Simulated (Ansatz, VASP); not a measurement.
Two plane-wave programs on Co4F

File INCAR:

```
SYSTEM = Co4F
  PREC = Accurate
  ENCUT = 520
  EDIFF = 1E-7
  ISMEAR = 0
  SIGMA = 0.1
  LREAL = .False.
  LASPH = .True.
  NELM = 150
  ALGO = Normal
  ISIF = 2
  LWAVE = .False.
  LCHARG = .False.
  ISPIN = 2
  MAGMOM = 3 3 3 3 0
  LORBIT = 11
  LMAXMIX = 4
  GGA = PE
  NBANDS = 34
```

KPOINTS

```
Automatic mesh
0
Gamma
  6 6 6
  0 0 0
```

POSCAR

```
Co4F
1.0
   -2.3386413100      2.3386413100      2.3386413100
    2.3386413100     -2.3386413100      2.3386413100
    2.3386413100      2.3386413100     -2.3386413100
Co F
4 1
Direct
    0.0000000000      0.0000000000      0.5000000000
    0.5000000000      0.0000000000      0.0000000000
    0.5000000000      0.5000000000      0.5000000000
    0.0000000000      0.5000000000      0.0000000000
    0.0000000000      0.0000000000      0.0000000000
```

Input for Ansatz:

```yaml
crystal:
  lattice:
    - [-2.33864131, 2.33864131, 2.33864131]
    - [2.33864131, -2.33864131, 2.33864131]
    - [2.33864131, 2.33864131, -2.33864131]
  atoms:
    - { symbol: Co, position: [0.0, 0.0, 0.5], spin: 3.0 }
    - { symbol: Co, position: [0.5, 0.0, 0.0], spin: 3.0 }
    - { symbol: Co, position: [0.5, 0.5, 0.5], spin: 3.0 }
    - { symbol: Co, position: [0.0, 0.5, 0.0], spin: 3.0 }
    - { symbol: F, position: [0.0, 0.0, 0.0] }
basis:
  ecutwfc: 420
kpoints:
  mp_grid: { grid: [6, 6, 6] }
hamiltonian:
  xc: pbe
scf:
  occupations: { method: gaussian, width: 0.1 }
  lower_state_search: "off"
output:
  forces: true
  stress: true
  eigenvalues: true
  populations: true
magnetization:
  spin_polarized: true
```

Change from the starting cell: species swapped into the NiHg4 type (Im-3m, No. 229).

Alike in both runs: task single point; functional PBE; k mesh 6 × 6 × 6; occupations gaussian, width 0.1 eV; collinear spin.

|  | VASP | Ansatz |
| --- | --- | --- |
| version | VASP 6.6.1 | Ansatz 0.2.0 |
| potentials or method | VASP PAW PBE potentials, release 64 (Co, F), cutoff 520 eV | scalar-relativistic, plane waves, PAW |
| valence electrons in the cell | 43 | 75 |

Ansatz gave:

| Quantity | Value |
| --- | --- |
| gap on the k mesh at the Fermi level (eV) | none |
| net moment per atom (μB) | 1.39 |
| size of the moment on the site where the two differ most (μB) | 1.68 |

Task: What did VASP give for the same quantities?

Result: gap on the k mesh at the Fermi level (eV): none; net moment per atom (μB): 1.39; size of the moment on the site where the two differ most (μB): 1.72.

Site moments also hang on the region over which each program counts them. A gap of «none» marks a metal or a gap that the smearing closes. The functional is the same, so the differences come from potentials, cutoffs and numerics. VASP's potentials hold 43 valence electrons a cell and Ansatz's 75, so a difference there can come from the potentials and not from the codes.
